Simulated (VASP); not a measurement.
# SiNi (P2_13) in VASP: notebook

The runs below take SiNi through single point, relaxation of cell and atoms, with LDA.

All numbers are computed with VASP 6.6.1; they aren't measurements. Logs are shortened: lines on timing, memory, paths and dates and some standing lists are left out, and cuts for length are marked.

**1. The cell of the first run**

The structure is cubic, space group P2_13 (No. 198). The conventional cell has a = 4.431 Å, b = 4.431 Å, c = 4.431 Å, α = 90.00°, β = 90.00°, γ = 90.00°. Within 3.1 Å of Si (site symmetry 3) lie 7 Ni at 2.33 to 2.40 Å and 6 Si at 2.74 Å. Within 3.1 Å of Ni (site symmetry 3) lie 7 Si at 2.33 to 2.40 Å and 6 Ni at 2.73 Å.

**2. Single point, LDA**

Contents of INCAR:

```
PREC     = Accurate       # precision mode
ENCUT    = 520            # plane-wave cutoff, eV
EDIFF    = 1E-6           # SCF threshold, eV
ISMEAR   = 0              # smearing method
SIGMA    = 0.1            # smearing width, eV
LREAL    = F              # projectors in reciprocal space
LASPH    = T              # aspherical terms in the spheres
NELM     = 60             # most SCF steps
ALGO     = Normal         # electronic algorithm
ISIF     = 2              # what is computed and relaxed
LWAVE    = F              # write WAVECAR
LCHARG   = T              # write CHGCAR
GGA      = CA             # functional
LELF     = T              # ELF
LVHAR    = T            
NBANDS   = 38             # bands
```

Contents of KPOINTS:

```
Automatic mesh
0
Gamma
  8 8 8
```

Contents of POSCAR:

```
SiNi
1.0
    4.4306139439      0.0000000000      0.0000000000
    0.0000000000      4.4306139439      0.0000000000
    0.0000000000      0.0000000000      4.4306139439
Si Ni
4 4
Direct
    0.6536612268      0.1536612268      0.3463387732
    0.1536612268      0.3463387732      0.6536612268
    0.3463387732      0.6536612268      0.1536612268
    0.8463387732      0.8463387732      0.8463387732
    0.3506268802      0.8506268802      0.6493731198
    0.8506268802      0.6493731198      0.3506268802
    0.6493731198      0.3506268802      0.8506268802
    0.1493731198      0.1493731198      0.1493731198
```

Potentials or basis: VASP PAW LDA potentials, release 64 (Si, Ni).

Command:

```console
$ cat potpaw_LDA.64/Si/POTCAR potpaw_LDA.64/Ni/POTCAR > POTCAR
$ mpirun -np 1 vasp_std > vasp.out
```

OUTCAR:

```text
PREC = Accurate
   ENCUT = 520
   EDIFF = 1E-6
   ISMEAR = 0
   LREAL = F
   LASPH = T
   NELM = 60
   ISIF = 2
   GGA = CA

 ion  position               nearest neighbor table
   1  0.654  0.154  0.346-   5 2.33   6 2.36   7 2.36   8 2.36   7 2.40   6 2.40   8 2.40   2 2.74
                             4 2.74   3 2.74   3 2.74   2 2.74   4 2.74
   2  0.154  0.346  0.654-   6 2.33   5 2.36   7 2.36   8 2.36   5 2.40   8 2.40   7 2.40   1 2.74
                             3 2.74   3 2.74   4 2.74   1 2.74   4 2.74
   3  0.346  0.654  0.154-   7 2.33   6 2.36   5 2.36   8 2.36   6 2.40   5 2.40   8 2.40   1 2.74
                             2 2.74   2 2.74   1 2.74   4 2.74   4 2.74
   4  0.846  0.846  0.846-   8 2.33   6 2.36   7 2.36   5 2.36   7 2.40   6 2.40   5 2.40   2 2.74
                             3 2.74   1 2.74   1 2.74   2 2.74   3 2.74
   5  0.351  0.851  0.649-   1 2.33   2 2.36   3 2.36   4 2.36   3 2.40   2 2.40   4 2.40   8 2.73
                             6 2.73   8 2.73   6 2.73   7 2.73   7 2.73
   6  0.851  0.649  0.351-   2 2.33   1 2.36   3 2.36   4 2.36   1 2.40   4 2.40   3 2.40   5 2.73
                             7 2.73   7 2.73   5 2.73   8 2.73   8 2.73
   7  0.649  0.351  0.851-   3 2.33   2 2.36   1 2.36   4 2.36   2 2.40   1 2.40   4 2.40   6 2.73
                             6 2.73   8 2.73   8 2.73   5 2.73   5 2.73
   8  0.149  0.149  0.149-   4 2.33   2 2.36   3 2.36   1 2.36   3 2.40   2 2.40   1 2.40   5 2.73
                             7 2.73   5 2.73   7 2.73   6 2.73   6 2.73

  LATTYP: Found a simple cubic cell.
 ALAT       =     4.4306139439

  Lattice vectors:

 A1 = (   4.4306139439,   0.0000000000,   0.0000000000)
 A2 = (   0.0000000000,   4.4306139439,   0.0000000000)
 A3 = (   0.0000000000,   0.0000000000,   4.4306139439)

Analysis of symmetry for initial positions (statically):
=====================================================================
 Subroutine PRICEL returns:
 Original cell was already a primitive cell.

 Routine SETGRP: Setting up the symmetry group for a
 simple cubic supercell.

 Subroutine GETGRP returns: Found 12 space group operations
 (whereof  3 operations were pure point group operations)
 out of a pool of 48 trial point group operations.

The static configuration has the point symmetry C_3 .
 The point group associated with its full space group is T   .

Analysis of symmetry for dynamics (positions and initial velocities):
=====================================================================
 Subroutine PRICEL returns:
 Original cell was already a primitive cell.

 Routine SETGRP: Setting up the symmetry group for a
 simple cubic supercell.

 Subroutine GETGRP returns: Found 12 space group operations
 (whereof  3 operations were pure point group operations)
 out of a pool of 48 trial point group operations.

The dynamic configuration has the point symmetry C_3 .
 The point group associated with its full space group is T   .

 Subroutine INISYM returns: Found 12 space group operations
 (whereof  3 operations are pure point group operations),
 and found     1 'primitive' translations

----------------------------------------------------------------------------------------

                                     Primitive cell

  volume of cell :      86.9745

  direct lattice vectors                    reciprocal lattice vectors
     4.430613944  0.000000000  0.000000000     0.225702355  0.000000000  0.000000000
     0.000000000  4.430613944  0.000000000     0.000000000  0.225702355  0.000000000
     0.000000000  0.000000000  4.430613944     0.000000000  0.000000000  0.225702355

  length of vectors
     4.430613944  4.430613944  4.430613944     0.225702355  0.225702355  0.225702355

  position of ions in fractional coordinates (direct lattice)
     0.653661227  0.153661227  0.346338773
     0.153661227  0.346338773  0.653661227
     0.346338773  0.653661227  0.153661227
     0.846338773  0.846338773  0.846338773
     0.350626880  0.850626880  0.649373120
     0.850626880  0.649373120  0.350626880
     0.649373120  0.350626880  0.850626880
     0.149373120  0.149373120  0.149373120

  ion indices of the primitive-cell ions
   primitive index   ion index
                 1           1
                 2           2
                 3           3
                 4           4
                 5           5
                 6           6
                 7           7
                 8           8

----------------------------------------------------------------------------------------

 KPOINTS: Automatic mesh

Automatic generation of k-mesh.
 Grid dimensions read from file:
 generate k-points for:    8    8    8

 Generating k-lattice:

  Cartesian coordinates                     Fractional coordinates (reciprocal lattice)
     0.028212794  0.000000000  0.000000000     0.125000000  0.000000000  0.000000000
     0.000000000  0.028212794  0.000000000     0.000000000  0.125000000  0.000000000
     0.000000000  0.000000000  0.028212794     0.000000000  0.000000000  0.125000000

  Length of vectors
     0.028212794  0.028212794  0.028212794

  Shift w.r.t. Gamma in fractional coordinates (k-lattice)
     0.000000000  0.000000000  0.000000000

 Subroutine IBZKPT returns following result:
 ===========================================

 Found     45 irreducible k-points:

 Following reciprocal coordinates:
            Coordinates               Weight
  0.000000  0.000000  0.000000      1.000000
  0.125000  0.000000  0.000000      6.000000
  0.250000  0.000000  0.000000      6.000000
  0.375000  0.000000  0.000000      6.000000
  0.500000  0.000000  0.000000      3.000000
  0.125000  0.125000  0.000000     12.000000
[... 16 lines left out ...]
  0.250000  0.125000  0.125000     24.000000
  0.375000  0.125000  0.125000     24.000000
 [... further k-points ...]
   k-points           NKPTS =     45   k-points in BZ     NKDIM =     45   number of bands    NBANDS=     38
   number of dos      NEDOS =    301   number of ions     NIONS =      8
   total plane-waves  NPLWV =  46656
   dimension x,y,z NGX =    36 NGY =   36 NGZ =   36
   dimension x,y,z NGXF=    72 NGYF=   72 NGZF=   72
   ions per type =               4   4
   NGX,Y,Z   is equivalent  to a cutoff of  13.51, 13.51, 13.51 a.u.
   NGXF,Y,Z  is equivalent  to a cutoff of  27.02, 27.02, 27.02 a.u.
 SYSTEM =  unknown system
   PREC   = accura    normal or accurate (medium, high low for compatibility)
   ISTART =      0    job   : 0-new  1-cont  2-samecut
   ICHARG =      2    charge: 1-file 2-atom 10-const
   ISPIN  =      1    spin polarized calculation?
   LNONCOLLINEAR =      F non collinear calculations
   LSORBIT =      F    spin-orbit coupling
   LASPH  =      T    aspherical Exc in radial PAW
   ENCUT  =  520.0 eV  38.22 Ry    6.18 a.u.   8.24  8.24  8.24*2*pi/ulx,y,z
   NELM   =     60;   NELMIN=  2; NELMDL= -5     # of ELM steps
   EDIFF  = 0.1E-05   stopping-criterion for ELM
   LREAL  =      F    real-space projection
   EDIFFG = 0.1E-04   stopping-criterion for IOM
   NSW    =      0    number of steps for IOM
   IBRION =     -1    ionic relax: 0-MD 1-quasi-New 2-CG
   NFREE  =      0    steps in history (QN), initial steepest desc. (CG)
   ISIF   =      2    stress and relaxation
   ISYM   =      2    0-nonsym 1-usesym 2-fastsym
   POTIM  = 0.5000    time-step for ionic-motion
   TEBEG  =    0.0;   TEEND  =   0.0 temperature during run
   PSTRESS=    0.0 pullay stress
   NELECT =      56.0000    total number of electrons
   NUPDOWN=      -1.0000    fix difference up-down
   EMIN   =  10.00;   EMAX   =-10.00  energy-range for DOS
   EFERMI =   0.00;   METHOD = LEGACY
   ISMEAR =     0;   SIGMA  =   0.10  broadening in eV -4-tet -1-fermi 0-gaus
   EFERMI_NEDOS =   21; number of points for ismear=-14 and -15
   IALGO  =     38    algorithm
   IMIX   =      4    mixing-type and parameters
     AMIX     =   0.40;   BMIX     =  1.00
     AMIX_MAG =   1.60;   BMIX_MAG =  1.00
  volume/ion in A,a.u.               =      10.87        73.37
  Fermi-wavevector in a.u.,A,eV,Ry     =   1.413645  2.671401 27.189764  1.998391
  Thomas-Fermi vector in A             =   2.535269
   LORBIT       =      0    0 simple, 1 ext, 2 COOP (PROOUT), +10 PAW based schemes
   GGA     = CA    functional components
   LHFCALC =     F    Hartree Fock is set to
   AEXX    =    0.0000 exact exchange contribution
   IVDW    =     0    specifies the selected vdW correction
   LEPSILON=     F    determine dielectric tensor
   LRPA    =     F    only Hartree local field effects (RPA)
 non-spin polarized calculation
 Gauss-broadening in eV      SIGMA  =   0.10
  energy-cutoff  :      520.00
  volume of cell :       86.97
 maximum number of plane-waves:      2360
 NGX is ok and might be reduce to    36
   NGX = 17   NGY = 17   NGZ = 17

 number of electron      56.0000002 magnetization

 Free energy of the ion-electron system (eV)
  ---------------------------------------------------
  ext. energy  EPLUGINS =         0.00000000
  ---------------------------------------------------
  free energy    TOTEN  =       -54.27543467 eV

  energy without entropy =      -54.26548884  energy(sigma->0) =      -54.27046175

 E-fermi :  12.6016     XC(G=0): -13.0107

 val. band max:       12.5556872183   @ k =  -0.1250   0.3750   0.0000
 cond. band min:      12.6576693445   @ k =   0.2500   0.2500   0.0000
 fundamental gap:      0.1019821262
 Fermi energy:        12.6016058854

 k-point     1 :       0.0000    0.0000    0.0000
  band No.  band energies     occupation
      1      -2.0229      2.00000
      2       3.5375      2.00000
      3       3.5375      2.00000
      4       3.5375      2.00000
      5       6.0320      2.00000
      6       6.0320      2.00000
[... 30 lines left out ...]
     37      17.2391      0.00000
     38      17.2391      0.00000

 k-point     2 :       0.1250    0.0000    0.0000
  band No.  band energies     occupation
      1      -1.9069      2.00000
      2       2.7371      2.00000
      3       3.6128      2.00000
      4       4.0831      2.00000
      5       5.6334      2.00000
      6       6.0979      2.00000
[... 30 lines left out ...]
     37      16.5696      0.00000
     38      17.7378      0.00000

 k-point     3 :       0.2500    0.0000    0.0000
  band No.  band energies     occupation
      1      -1.5618      2.00000
      2       1.7302      2.00000
      3       3.8317      2.00000
      4       4.5063      2.00000
      5       5.4954      2.00000
      6       6.2379      2.00000
[... 30 lines left out ...]
     37      17.1458      0.00000
     38      18.0236      0.00000

 k-point     4 :       0.3750    0.0000    0.0000
  band No.  band energies     occupation
      1      -0.9974      2.00000
      2       0.6983      2.00000
      3       4.1689      2.00000
      4       4.7614      2.00000
      5       5.5177      2.00000
      6       6.1994      2.00000
[... 30 lines left out ...]
     37      17.0458      0.00000
     38      17.3152      0.00000
[... 703 lines left out ...]
      4       4.2529      2.00000
      5       5.6724      2.00000
      6       6.3293      2.00000
[... 30 lines left out ...]
     37      17.0656      0.00000
     38      17.1737      0.00000

 k-point    23 :       0.2500    0.1250    0.1250
  band No.  band energies     occupation
      1      -1.3342      2.00000
      2       1.8446      2.00000
      3       3.1786      2.00000
      4       4.3550      2.00000
      5       5.5799      2.00000
      6       6.1599      2.00000
[... 30 lines left out ...]
     37      17.4823      0.00000
     38      17.9588      0.00000

 k-point    24 :       0.3750    0.1250    0.1250
  band No.  band energies     occupation
      1      -0.7757      2.00000
      2       0.8856      2.00000
      3       3.5474      2.00000
      4       4.4547      2.00000
      5       5.2588      2.00000
      6       5.9513      2.00000
[... 30 lines left out ...]
     37      17.2754      0.00000
     38      18.3637      0.00000

 [... further k-points ...]

------------------------ aborting loop because EDIFF is reached ----------------------------------------

  FORCE on cell =-STRESS in cart. coord.  units (eV):
  Direction    XX          YY          ZZ          XY          YZ          ZX
  --------------------------------------------------------------------------------------
  -------------------------------------------------------------------------------------
  Total        0.1739010      0.1739010      0.1739010     -0.0000000     -0.0000000     -0.0000000
  in kB        3.2034722      3.2034722      3.2034722     -0.0000000     -0.0000000     -0.0000000
  external PRESSURE =       3.2034722 kB  Pullay stress =       0.0000000 kB

 VOLUME and BASIS-vectors are now :
 -----------------------------------------------------------------------------
  energy-cutoff  :      520.00
  volume of cell :       86.97
      direct lattice vectors                 reciprocal lattice vectors
     4.430613944  0.000000000  0.000000000     0.225702355  0.000000000  0.000000000
     0.000000000  4.430613944  0.000000000     0.000000000  0.225702355  0.000000000
     0.000000000  0.000000000  4.430613944     0.000000000  0.000000000  0.225702355

 POSITION                                       TOTAL-FORCE (eV/Angst)
 -----------------------------------------------------------------------------------
      2.89612      0.68081      1.53449        -0.001044     -0.001044      0.001044
      0.68081      1.53449      2.89612        -0.001044      0.001044     -0.001044
      1.53449      2.89612      0.68081         0.001044     -0.001044     -0.001044
      3.74980      3.74980      3.74980         0.001044      0.001044      0.001044
      1.55349      3.76880      2.87712         0.005156      0.005156     -0.005156
      3.76880      2.87712      1.55349         0.005156     -0.005156      0.005156
      2.87712      1.55349      3.76880        -0.005156      0.005156      0.005156
      0.66181      0.66181      0.66181        -0.005156     -0.005156     -0.005156
 -----------------------------------------------------------------------------------
    total drift:                                0.000000     -0.000000     -0.000000

  FREE ENERGIE OF THE ION-ELECTRON SYSTEM (eV)
  ---------------------------------------------------
  free  energy   TOTEN  =       -54.2754346689 eV

  energy  without entropy=      -54.2654888373  energy(sigma->0) =      -54.27046175
```

Wall time 4.5 min (1 thread of AMD EPYC 7R13, shared host); peak memory 0.24 GiB.

What came out:

- Free energy: -54.2754 eV
- Pressure: 0.3 GPa
- Largest force: 0.009 eV/Å
- Band gap on the k mesh: zero (bands 28 and 29 overlap by 1.27 eV)

Forces in eV/Å, atoms in the order of the input:
```
Si  -0.001 -0.001  0.001
Si  -0.001  0.001 -0.001
Si   0.001 -0.001 -0.001
Si   0.001  0.001  0.001
Ni   0.005  0.005 -0.005
Ni   0.005 -0.005  0.005
Ni  -0.005  0.005  0.005
Ni  -0.005 -0.005 -0.005
```

Levels at points of the mesh, in eV from the Fermi level:
```tsv
k point	band 24	band 25	band 26	band 27	band 28	band 29	band 30	band 31	band 32	band 33
(0.00, 0.00, 0.00)	-2.44	-1.74	-1.74	-1.74	1.09	1.09	1.09	1.42	1.42	2.08
(0.50, 0.00, 0.00)	-2.30	-2.14	-2.14	-0.67	-0.67	-0.19	-0.19	2.87	2.87	2.98
(0.50, 0.50, 0.00)	-2.61	-1.64	-1.64	-1.03	-1.03	0.39	0.39	0.91	0.91	3.99
(0.50, 0.50, 0.50)	-2.86	-1.91	-1.91	-1.91	-1.91	4.38	4.38	4.38	4.38	4.65
```

Spin polarisation is off, so any magnetic state and its effect on volume and gap are missing.

**3. Relaxation of cell and atoms, LDA**

This run uses another cell than the first one, of 11.42 Å³/atom.

Contents of INCAR:

```
SYSTEM = SiNi
  PREC = Accurate
  ENCUT = 600
  EDIFF = 1E-7
  ISMEAR = 0
  SIGMA = 0.1
  LREAL = .FALSE.
  LASPH = .TRUE.
  NELM = 100
  ALGO = Normal
  ISIF = 3
  LWAVE = .FALSE.
  LCHARG = .FALSE.
  IBRION = 2
  NSW = 100
  EDIFFG = -0.05
```

Contents of KPOINTS:

```
Automatic mesh
0
G
  4 4 4
  0 0 0
```

Contents of POSCAR:

```
SiNi
1.0
    4.5036940000      0.0000000000      0.0000000000
    0.0000000000      4.5036940000      0.0000000000
    0.0000000000      0.0000000000      4.5036940000
Si Ni
4 4
Direct
    0.6531700000      0.1531700000      0.3468300000
    0.1531700000      0.3468300000      0.6531700000
    0.3468300000      0.6531700000      0.1531700000
    0.8468300000      0.8468300000      0.8468300000
    0.3504960000      0.8504960000      0.6495040000
    0.8504960000      0.6495040000      0.3504960000
    0.6495040000      0.3504960000      0.8504960000
    0.1495040000      0.1495040000      0.1495040000
```

Potentials or basis: VASP PAW LDA potentials, release 64 (Si, Ni).

Command:

```console
$ cat potpaw_LDA.64/Si/POTCAR potpaw_LDA.64/Ni/POTCAR > POTCAR
$ mpirun -np 1 vasp_std > vasp.out
```

Run time: 3.2 min. Hardware: 1 thread of AMD EPYC 7R13, shared host; peak memory 0.19 GiB.

It converged, with:

| Item | Value |
| --- | --- |
| Free energy | -54.2279 eV |
| Relaxed volume | 10.89 Å³/atom |
| Relaxed cell | a = 4.433 Å, b = 4.433 Å, c = 4.433 Å, α = 90.00°, β = 90.00°, γ = 90.00° |
| Space group after relaxing (to 0.1 Å) | P2_13 (No. 198) |
| Energy gained by relaxing | 15.6 meV/atom |
| Ionic steps | 3 |
| Pressure after relaxing | 0.0 GPa |
| Largest force after relaxing | 0.028 eV/Å |
| Band gap on the k mesh | zero (bands 28 and 29 overlap by 1.27 eV) |

Forces on the atoms (eV/Å):
```
Si   0.016  0.016 -0.016
Si   0.016 -0.016  0.016
Si  -0.016  0.016  0.016
Si  -0.016 -0.016 -0.016
Ni   0.001  0.001 -0.001
Ni   0.001 -0.001  0.001
Ni  -0.001  0.001  0.001
Ni  -0.001 -0.001 -0.001
```

Step by step:
```csv
step,energy change (eV),largest force (eV/Å),pressure (GPa),volume (Å³)
1,0.0000,0.0633,-8.91,91.35
2,-0.0014,0.0404,10.67,83.21
3,-0.1246,0.0280,-0.05,87.11
```

Final structure:
```
Si Ni
1.0
     4.43295    0.00000    0.00000
     0.00000    4.43295    0.00000
     0.00000    0.00000    4.43295
Si Ni
4 4
Direct
  0.65336 0.15336 0.34664
  0.15336 0.34664 0.65336
  0.34664 0.65336 0.15336
  0.84664 0.84664 0.84664
  0.35060 0.85060 0.64940
  0.85060 0.64940 0.35060
  0.64940 0.35060 0.85060
  0.14940 0.14940 0.14940
```

Levels at points of the mesh, in eV from the Fermi level:
| k point | band 24 | band 25 | band 26 | band 27 | band 28 | band 29 | band 30 | band 31 | band 32 | band 33 |
| --- | --- | --- | --- | --- | --- | --- | --- | --- | --- | --- |
| (0.00, 0.00, 0.00) | -2.51 | -1.81 | -1.81 | -1.81 | 1.01 | 1.01 | 1.01 | 1.35 | 1.35 | 2.00 |
| (0.50, 0.00, 0.00) | -2.37 | -2.21 | -2.21 | -0.74 | -0.74 | -0.26 | -0.26 | 2.79 | 2.79 | 2.91 |
| (0.50, 0.50, 0.00) | -2.68 | -1.71 | -1.71 | -1.11 | -1.11 | 0.31 | 0.31 | 0.83 | 0.83 | 3.91 |
| (0.50, 0.50, 0.50) | -2.93 | -1.98 | -1.98 | -1.98 | -1.98 | 4.30 | 4.30 | 4.30 | 4.30 | 4.58 |

Caveat: the relaxation stopped at a loose force limit of 0.05 eV/Å, so its end isn't a converged minimum.

The gap in the log of VASP goes by the Fermi energy; the results here count the filled bands.